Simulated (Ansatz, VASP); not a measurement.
**K3C4 in VASP and in Ansatz**

The input INCAR:

```
ALGO     = Normal         # electronic algorithm
EDIFF    = 1E-7           # SCF threshold, eV
ENCUT    = 520            # plane-wave cutoff, eV
GGA      = PE             # functional
ISIF     = 2              # what is computed and relaxed
ISMEAR   = 0              # smearing method
LASPH    = T              # aspherical terms in the spheres
LCHARG   = T              # write CHGCAR
LELF     = T              # ELF
LREAL    = F              # projectors in reciprocal space
LVHAR    = T            
LWAVE    = F              # write WAVECAR
NBANDS   = 30             # bands
NELM     = 80             # most SCF steps
PREC     = Accurate       # precision mode
SIGMA    = 0.1            # smearing width, eV
```

Contents of KPOINTS:

```
k-points
0
Gamma
  4 4 4
```

Contents of POSCAR:

```
K3C4
1.0
    6.4627701100      0.0000000000      0.0000000000
    0.0000000000      6.4627701100      0.0000000000
    0.0000000000      0.0000000000      6.4627701100
K C
3 4
Direct
    0.0000000000      0.0000000000      0.5000000000
    0.0000000000      0.5000000000      0.0000000000
    0.5000000000      0.0000000000      0.0000000000
    0.2500000000      0.2500000000      0.2500000000
    0.2500000000      0.7500000000      0.7500000000
    0.7500000000      0.2500000000      0.7500000000
    0.7500000000      0.7500000000      0.2500000000
```

Input for Ansatz:

```yaml
crystal:
  lattice:
    - [6.46277011, 0.0, 0.0]
    - [0.0, 6.46277011, 0.0]
    - [0.0, 0.0, 6.46277011]
  atoms:
    - { symbol: K, position: [0.0, 0.0, 0.5] }
    - { symbol: K, position: [0.0, 0.5, 0.0] }
    - { symbol: K, position: [0.5, 0.0, 0.0] }
    - { symbol: C, position: [0.25, 0.25, 0.25] }
    - { symbol: C, position: [0.25, 0.75, 0.75] }
    - { symbol: C, position: [0.75, 0.25, 0.75] }
    - { symbol: C, position: [0.75, 0.75, 0.25] }
basis:
  ecutwfc: 420
kpoints:
  mp_grid: { grid: [4, 4, 4] }
hamiltonian:
  xc: pbe
scf:
  occupations: { method: gaussian, width: 0.1 }
  lower_state_search: "off"
output:
  forces: true
  stress: true
  eigenvalues: true
```

Change from the starting cell: ordered vacancies on the cation sites of zinc blende (P-43m, No. 215).

Alike in both runs: task single point; functional PBE; k mesh 4 × 4 × 4; occupations gaussian, width 0.1 eV; no spin polarisation.

```csv
,VASP,Ansatz
version,VASP 6.6.1,Ansatz 0.2.0
potentials or method,"VASP PAW PBE potentials, release 64 (K_sv, C), cutoff 520 eV","scalar-relativistic, plane waves, PAW"
valence electrons in the cell,43,43
```

|  | VASP | Ansatz | Ansatz less VASP |
| --- | --- | --- | --- |
| gap on the k mesh at the Fermi level (eV) | none | none | - |
| pressure (GPa) | -0.1 | -0.1 | -0.03 |

A gap of «none» marks a metal or a gap that the smearing closes.
